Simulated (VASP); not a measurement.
# PbF2 (P1) in VASP: a series of runs, part 2 of 2

VASP 6.6.1. The steps go on from the part before.

### 5 Single point, PBE+D3(BJ)

Input file INCAR:

```
SYSTEM = PbF2
  PREC = Accurate
  ENCUT = 520
  EDIFF = 1E-7
  ISMEAR = -1
  SIGMA = 0.05
  LREAL = Auto
  LASPH = .TRUE.
  NELM = 100
  ALGO = Normal
  ISIF = 2
  LWAVE = .FALSE.
  LCHARG = .FALSE.
  GGA = PE
  IVDW = 12
  NBANDS = 130
```

Input file KPOINTS:

```
regular mesh
0
G
  1 1 1
  0 0 0
```

Input file POSCAR:

```
PbF2
1.0
    0.0000000000      5.9158970000      5.9158970000
    5.9158970000      0.0000000000      5.9158970000
    5.9158970000      5.9158970000      0.0000000000
Pb F
8 16
Direct
    0.0030933601      0.0281445062     -0.0208421479
    0.0203181360     -0.0510827014      0.5283222477
   -0.0132186209      0.4982507302      0.0030088421
   -0.0070319007      0.4791496539      0.5001777414
    0.5026625717     -0.0102604897      0.0237495683
    0.5500349313      0.0091363998      0.4807639484
    0.4477934623      0.5354555700     -0.0055105760
    0.4852265007      0.5282630850      0.4946080028
    0.4375414244      0.3554236999      0.3528036408
    0.1105073330      0.1275461692      0.1379249842
    0.3443602889      0.4087630329      0.8666648523
    0.1354655093      0.1264896938      0.5821771407
    0.3999139944      0.8731642894      0.3660053581
    0.1334962390      0.6054787634      0.1194831485
    0.3665124663      0.8560071279      0.8824781770
    0.1173701976      0.5954718279      0.6067803412
    0.8287162538      0.3473353238      0.4081206958
    0.6179198184      0.1061969132      0.1425734762
    0.8848108748      0.3636388531      0.8807202019
    0.6696533087      0.0614446127      0.6648019734
    0.9097352439      0.8402276105      0.3426023137
    0.6139981815      0.6534004902      0.1241316406
    0.8984182787      0.8484343118      0.8854532119
    0.6526651833      0.6449064275      0.5909332093
```

Run with:

```sh
$ cat potpaw_PBE.64/Pb_d/POTCAR potpaw_PBE.64/F/POTCAR > POTCAR
$ mpirun -np 1 vasp_gam > vasp.out
```

Wall time 2.1 min (1 thread of Intel Xeon Platinum 8488C (Sapphire Rapids), shared host); peak memory 0.51 GiB.

The run converged. Its results:

- Free energy: -115.8915 eV
- Pressure: 4.9 GPa
- Largest force: 2.391 eV/Å
- Band gap on the k mesh: 4.08 eV
- Dispersion energy per atom: -0.155 eV

Forces on the atoms (eV/Å):
```
Pb  -0.075  0.425 -0.556
Pb   0.383 -1.006  0.565
Pb  -0.022  0.377 -0.680
Pb  -0.212 -0.344 -0.018
Pb   0.108 -0.906  0.498
Pb   0.142  0.019 -0.465
Pb  -1.531  1.797  0.385
Pb  -0.785  0.655 -0.185
F    0.475 -0.341  0.162
F   -0.308  0.184 -0.044
F   -0.317  0.101  0.125
F    0.026  0.642 -0.204
F    0.415  0.216 -0.386
F    0.783 -0.322 -0.801
F    0.710 -0.645  0.709
F    0.423  0.465  0.107
F   -0.181 -0.055  0.538
F   -0.403 -0.040  0.589
F    0.045 -0.595  0.093
F   -0.197 -0.474 -0.093
F    0.492 -0.287  0.422
F   -0.305  0.126 -0.301
F    0.245 -0.067  0.241
F    0.086  0.072 -0.701
```

Stress tensor (GPa, compression positive):
```
 4.89 -1.31  0.90
-1.31  4.75 -0.78
 0.90 -0.78  5.20
```

Levels at points of the mesh, in eV from the valence-band top:
```tsv
k point	band 108	band 109	band 110	band 111	band 112	band 113	band 114	band 115	band 116	band 117
(0.00, 0.00, 0.00)	-0.28	-0.23	-0.20	-0.13	0.00	4.08	4.18	4.25	4.62	4.66
```

Caveat: the k points lie up to 0.92 Å⁻¹ apart; spin-orbit coupling is left out, which moves the levels of the heavy elements; forces of over 1 eV/Å act on the atoms, so gaps and moduli don't describe the material at rest.

### 6 Single point, PBE+D3(BJ)

Input file INCAR:

```
PREC = Accurate ; ENCUT = 520
EDIFF = 1E-7 ; ISMEAR = -1
SIGMA = 0.05 ; LREAL = Auto
LASPH = True ; NELM = 100
ALGO = Normal ; ISIF = 2
LWAVE = False ; LCHARG = True
GGA = PE ; IVDW = 12
LELF = True ; LVHAR = True
NBANDS = 130
```

Input file KPOINTS:

```
Automatic mesh
0
Gamma
  1 1 1
```

Input file POSCAR:

```
PbF2
1.0
    0.0000000000      5.9158970000      5.9158970000
    5.9158970000      0.0000000000      5.9158970000
    5.9158970000      5.9158970000      0.0000000000
Pb F
8 16
Direct
   -0.0149681443     -0.0162190113      0.0198870940
    0.0059247144      0.0126354465      0.4930528709
   -0.0036004684      0.4883621199      0.0133031390
   -0.0102689415      0.5020286864      0.5030936137
    0.4973210318      0.0283980603     -0.0283473495
    0.4762422334      0.0001690361      0.5206818171
    0.5354471182      0.4907032695     -0.0285586446
    0.5017244215      0.4687961944      0.5170728970
    0.4307799815      0.3818271346      0.3494905337
    0.1040163478      0.1442976441      0.1112003809
    0.3446222948      0.4037849205      0.8944459310
    0.1424128919      0.1199987086      0.6355587327
    0.3804748460      0.9481994024      0.3260283267
    0.1638804732      0.5983031821      0.1535354655
    0.3821905621      0.8903975171      0.8771450889
    0.1386180321      0.6360235819      0.6421426877
    0.8828416046      0.3837118868      0.3787084190
    0.6635088474      0.1305381077      0.1243851947
    0.8796552746      0.4181360832      0.8357735099
    0.6321103968      0.1227032857      0.5968832791
    0.8831796767      0.8807117501      0.3809904060
    0.6201510946      0.6594857889      0.1285096749
    0.8485864443      0.9288447720      0.8550267187
    0.6357869314      0.6268618267      0.5992920431
```

Potentials or basis: VASP PAW PBE potentials, release 64 (Pb_d, F).

Run with:

```sh
$ cat potpaw_PBE.64/Pb_d/POTCAR potpaw_PBE.64/F/POTCAR > POTCAR
$ mpirun -np 1 vasp_gam > vasp.out
```

It took 2.1 min on 1 thread of Intel Xeon Platinum 8488C (Sapphire Rapids), shared host; peak memory 0.53 GiB.

It converged, with:

```yaml
Free_energy: -115.9347 eV
Pressure: 4.4 GPa
Largest_force: 1.619 eV/Å
Band_gap_on_the_k_mesh: 3.96 eV
Dispersion_energy_per_atom: -0.154 eV
```

Forces on the atoms (eV/Å):
```
Pb  -0.686  1.039  0.369
Pb  -0.656  0.315 -0.302
Pb   0.433 -0.559  0.398
Pb  -0.405 -0.153  1.234
Pb   0.078  0.847 -0.924
Pb  -0.889  0.059  0.638
Pb   1.503 -0.077 -0.598
Pb   0.338 -0.887  0.783
F   -0.260 -0.368 -0.586
F    0.088 -0.060  0.001
F   -0.500  0.352  0.264
F    0.525 -0.578 -0.300
F    0.012 -0.211 -0.509
F   -0.024 -0.852  0.191
F   -0.278  0.078 -0.188
F   -0.118 -0.254  0.148
F   -0.211 -0.039 -0.342
F    0.564 -0.787 -0.218
F    0.475  1.149 -0.465
F    0.400  0.442  0.395
F   -0.273  0.180 -0.085
F   -0.127  0.035 -0.034
F   -0.266  0.252  0.076
F    0.275  0.077  0.052
```

Stress tensor (GPa, compression positive):
```
 4.59  0.45 -0.94
 0.45  4.52  1.01
-0.94  1.01  4.07
```

Levels at points of the mesh, in eV from the valence-band top:
| k point | band 109 | band 110 | band 111 | band 112 | band 113 | band 114 | band 115 | band 116 |
| --- | --- | --- | --- | --- | --- | --- | --- | --- |
| (0.00, 0.00, 0.00) | -0.32 | -0.18 | -0.08 | 0.00 | 3.96 | 4.11 | 4.16 | 4.46 |

Caveat: the k points lie up to 0.92 Å⁻¹ apart; spin-orbit coupling is left out, which moves the levels of the heavy elements; forces of over 1 eV/Å act on the atoms, so gaps and moduli don't describe the material at rest. A k mesh can miss the band edges.

### 7 Single point, PBE+D3(BJ)

Input file INCAR:

```
SYSTEM = PbF2
PREC = Accurate
ENCUT = 520
EDIFF = 1E-6
ISMEAR = -1
SIGMA = 0.05
LREAL = Auto
LASPH = .TRUE.
NELM = 100
ALGO = Normal
ISIF = 2
LWAVE = .FALSE.
LCHARG = .FALSE.
GGA = PE
IVDW = 12
NBANDS = 130
```

Input file KPOINTS:

```
regular mesh
0
G
  1 1 1
  0 0 0
```

Input file POSCAR:

```
PbF2
1.0
    0.0000000000      5.9158970000      5.9158970000
    5.9158970000      0.0000000000      5.9158970000
    5.9158970000      5.9158970000      0.0000000000
Pb F
8 16
Direct
   -0.0009550538     -0.0200054193      0.0175543962
   -0.0425210243      0.0432985902      0.4868492470
    0.0288375541      0.5179772400     -0.0293108551
   -0.0039638959      0.5371205753      0.5158896445
    0.5028654150     -0.0296827345      0.0198110278
    0.4553324711     -0.0040737694      0.4893087219
    0.5294378858      0.4704104889      0.0260991697
    0.5232596173      0.5159910661      0.4697766036
    0.3853261813      0.3458900654      0.3936427561
    0.1330398416      0.0528829356      0.1449568848
    0.3452730837      0.3189879743      0.9230045756
    0.1422861149      0.0546071035      0.6396240502
    0.3780322747      0.8780747873      0.3450702404
    0.1276898499      0.6349671064      0.1251205016
    0.4366962440      0.8080684975      0.8714908322
    0.1192211426      0.6538484358      0.6367250816
    0.8831374177      0.3919692990      0.3534290742
    0.6156462832      0.0930881657      0.1550060794
    0.8779480103      0.3545785195      0.8864336211
    0.6125613749      0.1289153614      0.6040419568
    0.8704259050      0.8519164549      0.3732570057
    0.6700928025      0.6150546570      0.0940178641
    0.8558211882      0.8853348867      0.8714401214
    0.6309355961      0.5934095878      0.6264899473
```

Run with:

```sh
$ cat potpaw_PBE.64/Pb_d/POTCAR potpaw_PBE.64/F/POTCAR > POTCAR
$ mpirun -np 1 vasp_gam > vasp.out
```

Run time: 1.9 min. Hardware: 1 thread of Intel Xeon Platinum 8488C (Sapphire Rapids), shared host; peak memory 0.52 GiB.

The run converged. Its results:

| Quantity | Value |
| --- | --- |
| Free energy | -115.1502 eV |
| Pressure | 6.0 GPa |
| Largest force | 2.581 eV/Å |
| Band gap on the k mesh | 3.47 eV |
| Dispersion energy per atom | -0.155 eV |

Forces in eV/Å, atoms in the order of the input:
```
Pb  -0.422 -0.647  0.159
Pb   0.100  0.356 -0.443
Pb   0.715  0.393 -0.398
Pb  -1.011  0.268 -0.834
Pb  -1.019 -1.753  1.101
Pb   0.533  2.324  0.989
Pb  -0.148 -0.863 -0.193
Pb  -0.298  0.542 -0.775
F    0.424 -0.704  0.169
F    0.362 -0.002  0.252
F   -0.179  0.194  1.007
F    0.943 -0.908 -0.645
F    0.348  0.609 -1.212
F   -0.294  0.407 -0.298
F    0.436 -0.399 -0.007
F   -0.826 -0.532  0.412
F    0.236  0.166 -0.133
F   -0.606 -0.226  0.689
F   -0.079  0.000  0.452
F    0.159  0.215  0.471
F    0.657 -0.164  0.218
F    0.353  0.289 -1.188
F   -0.254  0.270  0.220
F   -0.129  0.163 -0.014
```

Stress tensor (GPa, compression positive):
```
 6.26 -0.42 -0.69
-0.42  5.99 -0.57
-0.69 -0.57  5.73
```

Levels at points of the mesh, in eV from the valence-band top:
```tsv
k point	band 110	band 111	band 112	band 113	band 114	band 115
(0.00, 0.00, 0.00)	-0.50	-0.29	0.00	3.47	3.58	3.70
```

Caveat: the k points lie up to 0.92 Å⁻¹ apart; spin-orbit coupling is left out, which moves the levels of the heavy elements; forces of over 1 eV/Å act on the atoms, so gaps and moduli don't describe the material at rest.
